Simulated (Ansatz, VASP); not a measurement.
# One calculation of AlN, two programs

Contents of POSCAR:

```
AlN
1.0
   -3.1066653375      0.0000000000      0.0000000000
   -1.5533326688     -2.6904511034      0.0000000000
   -0.9319996013      0.0000000000      9.9568096770
Al N
4 4
Direct
    0.0619543980      0.3333333333      0.9045964511
    0.2119543980      0.3333333333      0.4045964511
    0.6202877313      0.6666666667      0.1545964511
    0.4702877313      0.6666666667      0.6545964511
    0.3047122687      0.3333333333      0.0954035489
    0.1547122687      0.3333333333      0.5954035489
    0.5630456020      0.6666666667      0.3454035489
    0.4130456020      0.6666666667      0.8454035489
```

The input INCAR.step1:

```
PREC     = Accurate       # precision mode
ENCUT    = 520            # plane-wave cutoff, eV
ISMEAR   = 0              # smearing method
SIGMA    = 0.05           # smearing width, eV
LREAL    = F              # projectors in reciprocal space
LASPH    = T              # aspherical terms in the spheres
NELM     = 60             # most SCF steps
NBANDS   = 26             # bands
GGA      = PE             # functional
ALGO     = Normal         # electronic algorithm
EDIFF    = 1E-4           # SCF threshold, eV
LWAVE    = T              # write WAVECAR
LCHARG   = F              # write CHGCAR
```

File INCAR.step2:

```
PREC     = Accurate       # precision mode
ENCUT    = 520            # plane-wave cutoff, eV
EDIFF    = 1E-6           # SCF threshold, eV
ISMEAR   = 0              # smearing method
SIGMA    = 0.05           # smearing width, eV
LREAL    = F              # projectors in reciprocal space
LASPH    = T              # aspherical terms in the spheres
NELM     = 60             # most SCF steps
ALGO     = Normal         # electronic algorithm
ISIF     = 2              # what is computed and relaxed
LWAVE    = F              # write WAVECAR
LCHARG   = F              # write CHGCAR
METAGGA  = R2SCAN         # meta-GGA
LMIXTAU  = T            
NBANDS   = 26             # bands
ISTART   = 1
```

The input KPOINTS:

```
Automatic mesh
0
Gamma
  8 8 3
```

Input for Ansatz:

```yaml
crystal:
  lattice:
    - [-3.1066653375, 0.0, 0.0]
    - [-1.5533326688, -2.6904511034, 0.0]
    - [-0.9319996013, 0.0, 9.956809677]
  atoms:
    - { symbol: Al, position: [0.061954398, 0.3333333333, 0.9045964511] }
    - { symbol: Al, position: [0.211954398, 0.3333333333, 0.4045964511] }
    - { symbol: Al, position: [0.6202877313, 0.6666666667, 0.1545964511] }
    - { symbol: Al, position: [0.4702877313, 0.6666666667, 0.6545964511] }
    - { symbol: "N", position: [0.3047122687, 0.3333333333, 0.0954035489] }
    - { symbol: "N", position: [0.1547122687, 0.3333333333, 0.5954035489] }
    - { symbol: "N", position: [0.563045602, 0.6666666667, 0.3454035489] }
    - { symbol: "N", position: [0.413045602, 0.6666666667, 0.8454035489] }
basis:
  ecutwfc: 500
kpoints:
  mp_grid: { grid: [8, 8, 3] }
hamiltonian:
  xc: r2scan
scf:
  occupations: { method: gaussian, width: 0.05 }
output:
  forces: true
  stress: true
  eigenvalues: true
```

Alike in both runs: task single point; functional r2SCAN; k mesh 8 × 8 × 3; occupations gaussian, width 0.05 eV; no spin polarisation.

```csv
,VASP,Ansatz
version,VASP 6.6.1,Ansatz 0.2.0
potentials or method,"VASP PAW PBE potentials, release 64 (Al, N), cutoff 520 eV","scalar-relativistic, plane waves, PAW"
valence electrons in the cell,32,32
```

|  | VASP | Ansatz | Ansatz less VASP |
| --- | --- | --- | --- |
| gap on the k mesh at the Fermi level (eV) | 4.14 | 4.10 | -0.033 |
| least direct gap on the mesh (eV) | 4.14 | 4.10 | -0.033 |
| pressure (GPa) | -1.4 | -1.0 | +0.40 |
| traceless stress, the component that is largest in VASP (GPa) | 7.05 | 7.01 | -0.043 |
| rms of the force components (eV/Å) | 0.480 | 0.479 | -0.0013 |

VASP's potentials were made for PBE, not for r2SCAN. Atom by atom the forces differ by 0.003 eV/Å (rms over components). With one functional, cell and mesh, what is left measures potentials, basis and numerics.
